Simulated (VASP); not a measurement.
Crystal: Cd.

```
Cd
1.0
     3.13000    0.00000    0.00000
    -1.56500    2.71066    0.00000
     0.00000    0.00000    5.11129
Cd
2
Direct
  0.33333 0.66667 0.25000
  0.66667 0.33333 0.75000
```

| Quantity | Value |
| --- | --- |
| Program | VASP 6.6.1 |
| Task | relaxation of cell and atoms |
| Functional | PBE |
| Potentials or basis | VASP PAW PBE potentials, release 64 (Cd) |
| Cutoff | 600 eV |
| k mesh | 8 × 8 × 4 |
| Occupations | gaussian, width 0.05 eV |
| Spin | no spin polarisation |

At the start: pressure 1.5 GPa; volume 21.68 Å³/atom.

Problem. How do energy, volume and symmetry change on relaxing?

Solution. Over 5 steps the energy falls by 3.5 meV/atom and the volume is 22.31 Å³/atom (+2.9 %); space group P6_3/mmc (No. 194, to 0.05 Å).

Step by step:
| step | energy change (eV) | largest force (eV/Å) | pressure (GPa) | volume (Å³) |
| --- | --- | --- | --- | --- |
| 1 | 0.0000 | 0.0000 | 1.54 | 43.37 |
| 2 | -0.0070 | 0.0000 | -0.07 | 44.69 |
| 3 | -0.0070 | 0.0000 | -0.04 | 44.66 |
| 4 | -0.0071 | 0.0000 | 0.01 | 44.63 |
| 5 | -0.0071 | 0.0000 | 0.02 | 44.62 |

Final structure:
```
Cd
1.0
     3.14909    0.00000    0.00000
    -1.57454    2.72719    0.00000
     0.00000    0.00000    5.19561
Cd
2
Cartesian
  0.0000 1.8181 1.2989
  1.5745 0.9091 3.8967
```
